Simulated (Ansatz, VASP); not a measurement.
**Ti: VASP beside Ansatz**

```
Ti
1.0
    -1.66259    1.66259    1.66259
     1.66259   -1.66259    1.66259
     1.66259    1.66259   -1.66259
Ti
1
Direct
  0.00000 0.00000 0.00000
```

Change from the starting cell: volume scaled by 1.04, PAW files.

Alike in both runs: task electric field gradients; functional PBE; k mesh 14 × 14 × 14; occupations fermi-dirac, width 0.05 eV; no spin polarisation.

|  | VASP | Ansatz |
| --- | --- | --- |
| version | VASP 6.6.1 | Ansatz 0.2.0 |
| potentials or method | VASP PAW PBE potentials, release 64 (Ti_sv) | PAW with Ansatz's default frozen-core files, scalar-relativistic |
| plane-wave cutoff (eV) | 520 | 420 |
| valence electrons in the cell | 12 | 12 |

```csv
,VASP,Ansatz,Ansatz less VASP
pressure (GPa),-6.2,-6.0,+0.17
```
